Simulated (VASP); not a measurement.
# Ti (Im-3m) in VASP: notebook, part 2 of 2

VASP 6.6.1.

### 5 Single point, PBE, collinear spin, ferromagnetic start (volume scaled by 1.12)

Input file INCAR:

```
  PREC = Accurate
  ENCUT = 520
  EDIFF = 1E-7
  ISMEAR = -1
  SIGMA = 0.05
  LREAL = False
  LASPH = True
  NELM = 150
  ALGO = Normal
  ISIF = 2
  LWAVE = False
  LCHARG = True
  ISPIN = 2
  MAGMOM = 1
  LORBIT = 11
  LMAXMIX = 4
  GGA = PE
  LELF = True
  LVHAR = True
  NBANDS = 16
```

Input file KPOINTS:

```
regular mesh
0
Gamma
  22 22 22
```

Input file POSCAR:

```
Ti
1.0
   -1.6906921009      1.6906921009      1.6906921009
    1.6906921009     -1.6906921009      1.6906921009
    1.6906921009      1.6906921009     -1.6906921009
Ti
1
Direct
    0.0000000000      0.0000000000      0.0000000000
```

Potentials or basis: VASP PAW PBE potentials, release 64 (Ti_sv).

Command:

```sh
$ cat potpaw_PBE.64/Ti_sv/POTCAR > POTCAR
$ mpirun -np 1 vasp_std > vasp.out
```

OUTCAR:

```text
PREC = Accurate
   ENCUT = 520
   EDIFF = 1E-7
   ISMEAR = -1
   LREAL = False
   LASPH = True
   NELM = 150
   ISIF = 2
   ISPIN = 2
   LORBIT = 11
   GGA = PE

 ion  position               nearest neighbor table
   1  0.000  0.000  0.000-

  LATTYP: Found a body centered cubic cell.
 ALAT       =     3.3813842018

  Lattice vectors:

 A1 = (  -1.6906921009,   1.6906921009,   1.6906921009)
 A2 = (   1.6906921009,  -1.6906921009,   1.6906921009)
 A3 = (   1.6906921009,   1.6906921009,  -1.6906921009)

Analysis of symmetry for initial positions (statically):
=====================================================================
 Subroutine PRICEL returns:
 Original cell was already a primitive cell.

 Routine SETGRP: Setting up the symmetry group for a
 body centered cubic supercell.

 Subroutine GETGRP returns: Found 48 space group operations
[... 9 lines left out ...]

 Routine SETGRP: Setting up the symmetry group for a
 body centered cubic supercell.

 Subroutine GETGRP returns: Found 48 space group operations
 (whereof 48 operations were pure point group operations)
 out of a pool of 48 trial point group operations.

The dynamic configuration has the point symmetry O_h .

Analysis of structural, dynamic, and magnetic symmetry:
=====================================================================
 Subroutine PRICEL returns:
 Original cell was already a primitive cell.

 Routine SETGRP: Setting up the symmetry group for a
 body centered cubic supercell.

 Subroutine GETGRP returns: Found 48 space group operations
 (whereof 48 operations were pure point group operations)
 out of a pool of 48 trial point group operations.

The overall configuration has the point symmetry O_h .

 Subroutine INISYM returns: Found 48 space group operations
[... 5 lines left out ...]
                                     Primitive cell

  volume of cell :      19.3310

  direct lattice vectors                    reciprocal lattice vectors
[... 110 lines left out ...]
   GGA     = PE    functional components
   LHFCALC =     F    Hartree Fock is set to
   AEXX    =    0.0000 exact exchange contribution
   IVDW    =     0    specifies the selected vdW correction
   LEPSILON=     F    determine dielectric tensor
   LRPA    =     F    only Hartree local field effects (RPA)
 spin polarized calculation
  energy-cutoff  :      520.00
  volume of cell :       19.33
 maximum number of plane-waves:       539
 NGX is ok and might be reduce to    24
   NGX = 11   NGY = 11   NGZ = 11

 number of electron      11.9999997 magnetization       0.4940925

 Free energy of the ion-electron system (eV)
  ---------------------------------------------------
  ext. energy  EPLUGINS =         0.00000000
  ---------------------------------------------------
  free energy    TOTEN  =        -7.66239074 eV

  energy without entropy =       -7.63942346  energy(sigma->0) =       -7.65090710

 E-fermi :   7.0287     XC(G=0): -10.9961

 val. band max:        7.0281465832   @ k =   0.3636   0.2273   0.0455
 cond. band min:       7.0292190163   @ k =  -0.1818   0.3182   0.0455
 fundamental gap:      0.0010724331
 Fermi energy:         7.0287256012

 spin component 1

 k-point     1 :       0.0000    0.0000    0.0000
  band No.  band energies     occupation
      1     -49.8770      1.00000
      2     -25.8379      1.00000
      3     -25.8379      1.00000
      4     -25.8379      1.00000
      5       1.1566      1.00000
      6       7.7070      0.00000
[... 435 lines left out ...]
      5       2.3089      1.00000
      6       7.3103      0.00357
[... 8 lines left out ...]
     15      27.5555      0.00000
     16      29.1370      0.00000

 [... further k-points ...]

 spin component 2

 k-point     1 :       0.0000    0.0000    0.0000
  band No.  band energies     occupation
      1     -49.5685      1.00000
      2     -25.5295      1.00000
      3     -25.5295      1.00000
      4     -25.5295      1.00000
      5       1.4869      1.00000
      6       8.1237      0.00000
[... 435 lines left out ...]
      5       2.6389      1.00000
      6       7.7199      0.00000
[... 8 lines left out ...]
     15      27.8233      0.00000
     16      29.5063      0.00000

 [... further k-points ...]
[... 5 lines left out ...]
  --------------------------------------------------------------------------------------
  -------------------------------------------------------------------------------------
  Total       -1.1543455     -1.1543455     -1.1543455     -0.0000000     -0.0000000     -0.0000000
  in kB      -95.6737614    -95.6737614    -95.6737614     -0.0000000     -0.0000000     -0.0000000
  external PRESSURE =     -95.6737614 kB  Pullay stress =       0.0000000 kB

 VOLUME and BASIS-vectors are now :
 -----------------------------------------------------------------------------
  energy-cutoff  :      520.00
  volume of cell :       19.33
      direct lattice vectors                 reciprocal lattice vectors
    -1.690692101  1.690692101  1.690692101     0.000000000  0.295736876  0.295736876
     1.690692101 -1.690692101  1.690692101     0.295736876  0.000000000  0.295736876
     1.690692101  1.690692101 -1.690692101     0.295736876  0.295736876  0.000000000

 POSITION                                       TOTAL-FORCE (eV/Angst)
 -----------------------------------------------------------------------------------
      0.00000      0.00000      0.00000        -0.000000      0.000000     -0.000000
 -----------------------------------------------------------------------------------
    total drift:                               -0.000000      0.000000      0.000000

  FREE ENERGIE OF THE ION-ELECTRON SYSTEM (eV)
  ---------------------------------------------------
  free  energy   TOTEN  =        -7.6623907400 eV

  energy  without entropy=       -7.6394234569  energy(sigma->0) =       -7.65090710

 total charge

# of ion       s       p       d       tot
------------------------------------------
    1        2.223   6.095   1.833  10.151

 magnetization (x)

# of ion       s       p       d       tot
------------------------------------------
    1        0.002   0.023   0.315   0.340
```

OSZICAR:

```text
N       E                     dE             d eps       ncg     rms          rms(c)
DAV:   1     0.905677601693E+02    0.90568E+02   -0.56448E+03 21096   0.833E+02
DAV:   2    -0.443345265725E+01   -0.95001E+02   -0.91114E+02 23040   0.247E+02
[... 14 lines left out ...]
DAV:  17    -0.766242825657E+01    0.20135E-04   -0.30370E-05 24064   0.243E-02    0.883E-03
DAV:  18    -0.766239363223E+01    0.34624E-04   -0.19044E-04 24656   0.608E-02    0.419E-03
DAV:  19    -0.766239071413E+01    0.29181E-05   -0.29075E-05 26432   0.255E-02    0.271E-03
DAV:  20    -0.766239043935E+01    0.27478E-06   -0.88482E-06 24448   0.131E-02    0.781E-04
DAV:  21    -0.766239072938E+01   -0.29003E-06   -0.12418E-07 23088   0.298E-03    0.357E-04
DAV:  22    -0.766239074000E+01   -0.10616E-07   -0.23896E-07 22024   0.231E-03
   1 F= -.76623907E+01 E0= -.76509071E+01  d E =-.229673E-01  mag=     0.4935
```

Run time: 11 min. Hardware: 1 thread of AMD EPYC 7R13, shared host; peak memory 0.23 GiB.

Results:

```yaml
Free_energy: -7.6624 eV
Pressure: -9.6 GPa
Net_moment: 0.49 μB per cell
Site_moments: Ti +0.34 μB
Valence_electrons_inside_the_program's_atomic_spheres: Ti 10.15
```

Levels at points of the mesh, in eV from the Fermi level:
Spin up:
```csv
k point,band 3,band 4,band 5,band 6,band 7,band 8,band 9,band 10
"(0.00, 0.00, 0.00)",-32.87,-32.87,-5.87,0.68,0.68,0.68,2.32,2.32
"(0.50, 0.00, 0.00)",-33.02,-32.87,-2.38,-0.51,0.70,2.26,2.59,3.51
"(0.50, 0.50, 0.50)",-33.20,-33.20,-1.89,-1.89,3.22,3.22,3.22,7.36
```
Spin down:
```csv
k point,band 2,band 3,band 4,band 5,band 6,band 7,band 8,band 9,band 10,band 11
"(0.00, 0.00, 0.00)",-32.56,-32.56,-32.56,-5.54,1.09,1.09,1.09,2.51,2.51,16.82
"(0.50, 0.00, 0.00)",-33.03,-32.71,-32.56,-2.04,-0.10,1.02,2.52,2.80,3.90,7.82
"(0.50, 0.50, 0.50)",-32.89,-32.89,-32.89,-1.67,-1.67,3.61,3.61,3.61,7.77,7.77
```

### 6 Summary

```csv
spin,cell,k mesh,smearing,gap on the mesh (eV),pressure (GPa),moment (μB)
"non-collinear, zero start, SOC","a = 2.823 Å, angles 109.5°, 1 atom",14 × 14 × 14,fermi-dirac 0.1 eV,-,-0.3,0.00
"collinear, ferromagnetic start","a = 2.857 Å, angles 109.5°, 1 atom",22 × 22 × 22,fermi-dirac 0.05 eV,none,-4.1,0.00
"collinear, ferromagnetic start","a = 2.893 Å, angles 109.5°, 1 atom",22 × 22 × 22,fermi-dirac 0.05 eV,none,-7.4,0.00
"collinear, ferromagnetic start","a = 2.928 Å, angles 109.5°, 1 atom",22 × 22 × 22,fermi-dirac 0.05 eV,none,-9.6,0.49
```

Alike in all rows: task single point; level PBE; potentials or basis VASP PAW PBE potentials, release 64 (Ti_sv); cutoff (eV) 520.

Absolute energies hang on the potentials; compare differences alone.
